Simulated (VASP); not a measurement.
# CsVCoN3 (P4mm) in VASP: single point with PBE

Aim: the single point of CsVCoN3 with PBE.

Program: VASP 6.6.1. These are calculated values, not measurements. Logs are shortened: lines on timing, memory, paths and dates and some standing lists are left out, and cuts for length are marked.

## (1) The cell of the first run

Symmetry: P4mm, No. 99, tetragonal system. Conventional cell: a = 3.764 Å, b = 3.764 Å, c = 7.265 Å, α = 90.00°, β = 90.00°, γ = 90.00°. Cs (site symmetry 4mm) has 12 N at 3.02 to 4.18 Å and 2 Co at 3.52 to 3.74 Å and 4 Cs at 3.76 Å and 4 V at 4.05 Å within 4.2 Å. Within 2.2 Å of V (site symmetry 4mm) lie 5 N at 1.63 to 2.00 Å. Within 2.5 Å of Co (site symmetry 4mm) lie 4 N at 1.88 Å. N (site symmetry 2mm) has 2 Co at 1.88 Å and 2 V at 2.00 Å within 2.5 Å. Within 2.2 Å of N (site symmetry 4mm) lie 1 V at 1.63 Å.

The cell was built from a structure type or drawn by symmetry, and may not be a known phase.

## (2) Single point, PBE, collinear spin

Input file INCAR:

```
SYSTEM = CsVCoN3
PREC = Accurate ; ENCUT = 520
EDIFF = 1E-6 ; ISMEAR = 0
SIGMA = 0.1 ; LREAL = .False.
LASPH = .True. ; NELM = 150
ALGO = Normal ; ISIF = 2
LWAVE = .False. ; LCHARG = .False.
ISPIN = 2 ; MAGMOM = 0 0 -1.04 -0.16 -0.16 0
LORBIT = 11 ; LMAXMIX = 4
GGA = PE ; NBANDS = 36
```

Input file KPOINTS:

```
regular mesh
0
Gamma
  8 8 4
  0 0 0
```

Input file POSCAR:

```
CsVCoN3
1.0
    3.7636454346      0.0000000000      0.0000000000
    0.0000000000      3.7636454346      0.0000000000
    0.0000000000      0.0000000000      7.2645788071
Cs V Co N
1 1 1 3
Direct
    0.5000000000      0.5000000000      0.8111368621
    0.0000000000      0.0000000000      0.2312794865
    0.5000000000      0.5000000000      0.3265224646
    0.5000000000      0.0000000000      0.3256168435
    0.0000000000      0.5000000000      0.3256168435
    0.0000000000      0.0000000000      0.0072128596
```

Potentials or basis: VASP PAW PBE potentials, release 64 (Cs_sv, V_sv, Co, N).

The run is started by

```sh
cat potpaw_PBE.64/Cs_sv/POTCAR potpaw_PBE.64/V_sv/POTCAR potpaw_PBE.64/Co/POTCAR potpaw_PBE.64/N/POTCAR > POTCAR
mpirun -np 1 vasp_std > vasp.out
```

OUTCAR:

```text
SYSTEM = CsVCoN3
   PREC = Accurate
   ENCUT = 520
   EDIFF = 1E-6
   ISMEAR = 0
   LREAL = .False.
   LASPH = .True.
   NELM = 150
   ISIF = 2
   ISPIN = 2
   LORBIT = 11
   GGA = PE

 ion  position               nearest neighbor table
   1  0.500  0.500  0.811-
   2  0.000  0.000  0.231-   6 1.63   5 2.00   4 2.00   5 2.00   4 2.00   3 2.75   3 2.75   3 2.75
                             3 2.75
   3  0.500  0.500  0.327-   4 1.88   5 1.88   4 1.88   5 1.88   2 2.75   2 2.75   2 2.75   2 2.75

   4  0.500  0.000  0.326-   3 1.88   3 1.88   2 2.00   2 2.00
   5  0.000  0.500  0.326-   3 1.88   3 1.88   2 2.00   2 2.00
   6  0.000  0.000  0.007-   2 1.63

  LATTYP: Found a simple tetragonal cell.
 ALAT       =     3.7636454346
 C/A-ratio  =     1.9301974464

  Lattice vectors:

 A1 = (   3.7636454346,   0.0000000000,   0.0000000000)
 A2 = (   0.0000000000,   3.7636454346,   0.0000000000)
 A3 = (   0.0000000000,   0.0000000000,   7.2645788071)

Analysis of symmetry for initial positions (statically):
=====================================================================
 Subroutine PRICEL returns:
 Original cell was already a primitive cell.

 Routine SETGRP: Setting up the symmetry group for a
 simple tetragonal supercell.

 Subroutine GETGRP returns: Found  8 space group operations
 (whereof  8 operations were pure point group operations)
 out of a pool of 16 trial point group operations.

The static configuration has the point symmetry C_4v.

Analysis of symmetry for dynamics (positions and initial velocities):
=====================================================================
 Subroutine PRICEL returns:
 Original cell was already a primitive cell.

 Routine SETGRP: Setting up the symmetry group for a
 simple tetragonal supercell.

 Subroutine GETGRP returns: Found  8 space group operations
 (whereof  8 operations were pure point group operations)
 out of a pool of 16 trial point group operations.

The dynamic configuration has the point symmetry C_4v.

Analysis of structural, dynamic, and magnetic symmetry:
=====================================================================
 Subroutine PRICEL returns:
 Original cell was already a primitive cell.

 Routine SETGRP: Setting up the symmetry group for a
 simple tetragonal supercell.

 Subroutine GETGRP returns: Found  8 space group operations
 (whereof  8 operations were pure point group operations)
 out of a pool of 16 trial point group operations.

The overall configuration has the point symmetry C_4v.

 Subroutine INISYM returns: Found  8 space group operations
 (whereof  8 operations are pure point group operations),
 and found     1 'primitive' translations

----------------------------------------------------------------------------------------

                                     Primitive cell

  volume of cell :     102.9030

  direct lattice vectors                    reciprocal lattice vectors
     3.763645435  0.000000000  0.000000000     0.265699843  0.000000000  0.000000000
     0.000000000  3.763645435  0.000000000     0.000000000  0.265699843  0.000000000
     0.000000000  0.000000000  7.264578807     0.000000000  0.000000000  0.137654230

  length of vectors
     3.763645435  3.763645435  7.264578807     0.265699843  0.265699843  0.137654230

  position of ions in fractional coordinates (direct lattice)
     0.500000000  0.500000000  0.811136862
     0.000000000  0.000000000  0.231279487
     0.500000000  0.500000000  0.326522465
     0.500000000  0.000000000  0.325616844
     0.000000000  0.500000000  0.325616844
     0.000000000  0.000000000  0.007212860

  ion indices of the primitive-cell ions
   primitive index   ion index
                 1           1
                 2           2
                 3           3
                 4           4
                 5           5
                 6           6

[... 29 lines left out ...]
  0.125000  0.000000  0.000000      4.000000
  0.250000  0.000000  0.000000      4.000000
  0.375000  0.000000  0.000000      4.000000
  0.500000  0.000000  0.000000      2.000000
  0.125000  0.125000  0.000000      4.000000
[... 16 lines left out ...]
  0.375000  0.125000  0.250000     16.000000
  0.500000  0.125000  0.250000      8.000000
 [... further k-points ...]
   k-points           NKPTS =     45   k-points in BZ     NKDIM =     45   number of bands    NBANDS=     36
   number of dos      NEDOS =    301   number of ions     NIONS =      6
   total plane-waves  NPLWV =  42336
   dimension x,y,z NGX =    28 NGY =   28 NGZ =   54
   dimension x,y,z NGXF=    56 NGYF=   56 NGZF=  108
   ions per type =               1   1   1   3
   NGX,Y,Z   is equivalent  to a cutoff of  12.37, 12.37, 12.36 a.u.
   NGXF,Y,Z  is equivalent  to a cutoff of  24.74, 24.74, 24.72 a.u.
 SYSTEM =  CsVCoN3
   PREC   = accura    normal or accurate (medium, high low for compatibility)
   ISTART =      0    job   : 0-new  1-cont  2-samecut
   ICHARG =      2    charge: 1-file 2-atom 10-const
   ISPIN  =      2    spin polarized calculation?
   LNONCOLLINEAR =      F non collinear calculations
   LSORBIT =      F    spin-orbit coupling
   LASPH  =      T    aspherical Exc in radial PAW
   ENCUT  =  520.0 eV  38.22 Ry    6.18 a.u.   7.00  7.00 13.51*2*pi/ulx,y,z
   NELM   =    150;   NELMIN=  2; NELMDL= -5     # of ELM steps
   EDIFF  = 0.1E-05   stopping-criterion for ELM
   LREAL  =      F    real-space projection
   EDIFFG = 0.1E-04   stopping-criterion for IOM
   NSW    =      0    number of steps for IOM
   IBRION =     -1    ionic relax: 0-MD 1-quasi-New 2-CG
   NFREE  =      0    steps in history (QN), initial steepest desc. (CG)
   ISIF   =      2    stress and relaxation
   ISYM   =      2    0-nonsym 1-usesym 2-fastsym
   POTIM  = 0.5000    time-step for ionic-motion
   TEBEG  =    0.0;   TEEND  =   0.0 temperature during run
   PSTRESS=    0.0 pullay stress
   NELECT =      46.0000    total number of electrons
   NUPDOWN=      -1.0000    fix difference up-down
   EMIN   =  10.00;   EMAX   =-10.00  energy-range for DOS
   EFERMI =   0.00;   METHOD = LEGACY
   ISMEAR =     0;   SIGMA  =   0.10  broadening in eV -4-tet -1-fermi 0-gaus
   EFERMI_NEDOS =   21; number of points for ismear=-14 and -15
   IALGO  =     38    algorithm
   IMIX   =      4    mixing-type and parameters
     AMIX     =   0.40;   BMIX     =  1.00
     AMIX_MAG =   1.60;   BMIX_MAG =  1.00
  volume/ion in A,a.u.               =      17.15       115.74
  Fermi-wavevector in a.u.,A,eV,Ry     =   1.251752  2.365468 21.318725  1.566882
  Thomas-Fermi vector in A             =   2.385684
   LORBIT       =     11    0 simple, 1 ext, 2 COOP (PROOUT), +10 PAW based schemes
   GGA     = PE    functional components
   LHFCALC =     F    Hartree Fock is set to
   AEXX    =    0.0000 exact exchange contribution
   IVDW    =     0    specifies the selected vdW correction
   LEPSILON=     F    determine dielectric tensor
   LRPA    =     F    only Hartree local field effects (RPA)
 spin polarized calculation
 Gauss-broadening in eV      SIGMA  =   0.10
  energy-cutoff  :      520.00
  volume of cell :      102.90
 maximum number of plane-waves:      2794
 NGX is ok and might be reduce to    28
   NGX = 13   NGY = 13   NGZ = 27

 number of electron      45.9999978 magnetization      -0.6149987

 Free energy of the ion-electron system (eV)
  ---------------------------------------------------
  ext. energy  EPLUGINS =         0.00000000
  ---------------------------------------------------
  free energy    TOTEN  =       -43.40047610 eV

  energy without entropy =      -43.38368122  energy(sigma->0) =      -43.39207866

 E-fermi :   3.5930     XC(G=0):  -9.6331

 val. band max:        3.5614100646   @ k =   0.3750   0.0000   0.5000
 cond. band min:       3.6058648743   @ k =   0.3750   0.1250   0.0000
 fundamental gap:      0.0444548097
 Fermi energy:         3.5929895398

 spin component 1

 k-point     1 :       0.0000    0.0000    0.0000
  band No.  band energies     occupation
      1     -60.6911      1.00000
      2     -34.6346      1.00000
      3     -34.6346      1.00000
      4     -34.5549      1.00000
      5     -17.8787      1.00000
      6     -12.0113      1.00000
[... 901 lines left out ...]
     34      10.6898      0.00000
     35      11.4740      0.00000

 [... further k-points ...]

 spin component 2

 k-point     1 :       0.0000    0.0000    0.0000
  band No.  band energies     occupation
      1     -60.6567      1.00000
      2     -34.5924      1.00000
      3     -34.5924      1.00000
      4     -34.5395      1.00000
      5     -17.8788      1.00000
      6     -12.0878      1.00000
[... 901 lines left out ...]
     34      10.6791      0.00000
     35      11.4596      0.00000

 [... further k-points ...]

 [bands above 35 left out]

------------------------ aborting loop because EDIFF is reached ----------------------------------------

  FORCE on cell =-STRESS in cart. coord.  units (eV):
  Direction    XX          YY          ZZ          XY          YZ          ZX
  --------------------------------------------------------------------------------------
  -------------------------------------------------------------------------------------
  Total       -0.4315625     -0.4315625      0.3893459      0.0000000      0.0000000      0.0000000
  in kB       -6.7193376     -6.7193376      6.0620330      0.0000000      0.0000000      0.0000000
  external PRESSURE =      -2.4588808 kB  Pullay stress =       0.0000000 kB

 VOLUME and BASIS-vectors are now :
 -----------------------------------------------------------------------------
  energy-cutoff  :      520.00
  volume of cell :      102.90
      direct lattice vectors                 reciprocal lattice vectors
     3.763645435  0.000000000  0.000000000     0.265699843  0.000000000  0.000000000
     0.000000000  3.763645435  0.000000000     0.000000000  0.265699843  0.000000000
     0.000000000  0.000000000  7.264578807     0.000000000  0.000000000  0.137654230

 POSITION                                       TOTAL-FORCE (eV/Angst)
 -----------------------------------------------------------------------------------
      1.88182      1.88182      5.89257        -0.000000     -0.000000     -0.004454
      0.00000      0.00000      1.68015        -0.000000     -0.000000      0.279897
      1.88182      1.88182      2.37205        -0.000000      0.000000      0.011238
      1.88182      0.00000      2.36547        -0.000000     -0.000000     -0.044736
      0.00000      1.88182      2.36547        -0.000000     -0.000000     -0.044736
      0.00000      0.00000      0.05240         0.000000      0.000000     -0.197210
 -----------------------------------------------------------------------------------
    total drift:                               -0.000000      0.000000     -0.004163

  FREE ENERGIE OF THE ION-ELECTRON SYSTEM (eV)
  ---------------------------------------------------
  free  energy   TOTEN  =       -43.4004760997 eV

  energy  without entropy=      -43.3836812202  energy(sigma->0) =      -43.39207866

 total charge

# of ion       s       p       d       tot
------------------------------------------
    1        1.839   4.695   0.058   6.591
    2        2.342   6.364   3.304  12.010
    3        0.448   0.635   7.346   8.429
    4        1.259   2.425   0.000   3.684
    5        1.259   2.425   0.000   3.684
    6        1.313   2.369   0.000   3.681
--------------------------------------------------
tot          8.459  18.913  10.708  38.080

 magnetization (x)

# of ion       s       p       d       tot
------------------------------------------
    1        0.000   0.000  -0.000  -0.000
    2       -0.009  -0.008   0.038   0.020
    3        0.001   0.001  -0.496  -0.494
    4       -0.002  -0.047   0.000  -0.049
    5       -0.002  -0.047   0.000  -0.049
    6       -0.001  -0.030   0.000  -0.030
--------------------------------------------------
tot         -0.012  -0.131  -0.459  -0.602
```

Run time: 34 min. Hardware: 1 thread of Intel Xeon 8259CL, shared host; peak memory 0.42 GiB.

What came out:

- Free energy: -43.4005 eV
- Pressure: -0.2 GPa
- Largest force: 0.280 eV/Å
- Net moment: -0.61 μB per cell
- Site moments: Cs -0.00; V +0.02; Co -0.49; N -0.05, -0.03 (each value once) μB
- Valence electrons inside the program's atomic spheres: Cs 6.59; V 12.01; Co 8.43; N 3.68

Forces on the atoms (eV/Å):
```
Cs   0.000  0.000 -0.004
V    0.000  0.000  0.280
Co   0.000  0.000  0.011
N    0.000  0.000 -0.045
N    0.000  0.000 -0.045
N    0.000  0.000 -0.197
```

Caveat: spin-orbit coupling is left out, which moves the levels of the heavy elements; a cell with one magnetic atom can't hold antiferromagnetic order, which such compounds often take. With open d or f shells a metallic result of PBE can be an artefact of self-interaction; +U or a hybrid may open a gap.
